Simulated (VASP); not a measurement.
GaSb, 2 atoms in the cell. It takes space group F-43m (No. 216, cubic). The conventional cell has a = 6.118 Å, b = 6.118 Å, c = 6.118 Å, α = 90.00°, β = 90.00°, γ = 90.00°. Within 3.5 Å of Sb (site symmetry -43m) lie 4 Ga at 2.65 Å. Ga (site symmetry -43m) has 4 Sb at 2.65 Å within 3.5 Å. 

```yaml
Program: VASP 6.6.1
Task: single point
Functional: PBE
Potentials_or_basis: VASP PAW PBE potentials, release 64 (Sb, Ga_d)
Cutoff: 520 eV
k_mesh: 3 × 3 × 3
Occupations: gaussian, width 0.01 eV
Spin: no spin polarisation
Dipole_correction: no
Further_INCAR_settings: ALGO = Normal; EDIFF = 1e-06; NBANDS = 16
```

Potentials or basis: VASP PAW PBE potentials, release 64 (Sb, Ga_d).

Run with:

```sh
$ cat potpaw_PBE.64/Sb/POTCAR potpaw_PBE.64/Ga_d/POTCAR > POTCAR
$ mpirun -np 1 vasp_std > vasp.out
```

Hardware: 1 thread of Intel(R) Xeon(R) 6975P-C (Granite Rapids), with other jobs on the host.

Q: Estimate the wall time of this run.

A: It took 3 s on 1 thread of Intel(R) Xeon(R) 6975P-C (Granite Rapids), on a shared host, peak memory 0.17 GiB. Counts: scf iterations 12, k points 4.
